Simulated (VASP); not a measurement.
Crystal: B.

```
B
1.0
     2.24313    0.00000    0.00000
     0.00000    3.88513    0.00000
     0.00000    0.00000    3.53438
B
4
Direct
  0.67000 0.82000 0.70000
  0.33000 0.18000 0.70000
  0.17000 0.68000 0.30000
  0.83000 0.32000 0.30000
```

- Program: VASP 6.6.1
- Task: relaxation of cell and atoms
- Functional: PBE
- Potentials or basis: VASP PAW PBE potentials, release 64 (B)
- Cutoff: 600 eV
- k mesh: 8 × 4 × 6
- Occupations: gaussian, width 0.1 eV
- Spin: no spin polarisation

At the start: pressure -3.9 GPa; volume 7.70 Å³/atom.

**Question.** Where does the relaxation end?

**Answer.** Over 33 steps the energy falls by 1090.7 meV/atom and the volume is 7.71 Å³/atom (+0.1 %); space group Pnnm (No. 58, to 0.05 Å).

The path:
```tsv
step	energy change (eV)	largest force (eV/Å)	pressure (GPa)	volume (Å³)
1	0.0000	1.4110	-3.88	30.80
2	-0.9827	1.5542	-14.50	29.83
3	-0.9489	5.7569	34.99	26.41
4	-1.3734	4.7074	13.55	27.46
5	-1.5234	3.0990	-7.32	28.74
6	-1.5723	3.5448	-2.28	28.37
7	-1.9012	3.5337	-0.47	28.03
8	-2.4717	2.9105	9.95	27.09
9	-1.0720	1.7564	95.32	24.49
10	-2.6151	2.6158	18.98	26.67
11	-2.5471	2.1398	47.42	25.66
12	-2.7174	2.3326	29.53	26.24
13	-2.7077	2.2995	34.61	26.07
14	-3.0798	1.2518	21.24	27.16
15	-3.3561	0.5606	6.04	29.35
16	-3.3694	0.5241	3.97	29.83
17	-3.3742	0.5027	2.08	30.41
18	-3.4630	0.5436	-2.51	30.68
19	-3.5822	0.4653	-12.66	31.45
20	-3.6268	0.4835	-12.48	31.36
21	-3.7883	0.5482	-12.12	31.08
22	-4.0076	0.3854	-6.47	30.42
23	-4.0122	0.4165	-5.41	30.29
24	-4.1162	0.5194	-0.94	29.98
25	-4.2089	0.7229	15.68	28.99
26	-4.2285	0.6049	10.15	29.28
27	-4.2946	0.5358	7.73	29.74
28	-4.3417	0.1390	4.38	30.61
29	-4.3436	0.1512	4.88	30.46
30	-4.3612	0.0614	-1.05	30.95
31	-4.3616	0.0700	-0.36	30.89
32	-4.3625	0.0400	-0.08	30.87
33	-4.3629	0.0109	0.27	30.85
```

Final structure:
```cif
data_structure
_symmetry_space_group_name_H-M 'P 1'
_symmetry_Int_Tables_number 1
_cell_length_a 1.6472
_cell_length_b 6.5985
_cell_length_c 2.8381
_cell_angle_alpha 90.000
_cell_angle_beta 90.000
_cell_angle_gamma 90.000
_cell_volume 30.85
loop_
_atom_site_label
_atom_site_type_symbol
_atom_site_fract_x
_atom_site_fract_y
_atom_site_fract_z
_atom_site_occupancy
B1 B 0.74042 0.81272 0.74989 1
B2 B 0.25958 0.18728 0.74989 1
B3 B 0.24042 0.68728 0.25011 1
B4 B 0.75958 0.31272 0.25011 1
```

Caveat: the k points lie up to 0.48 Å⁻¹ apart in the final cell.
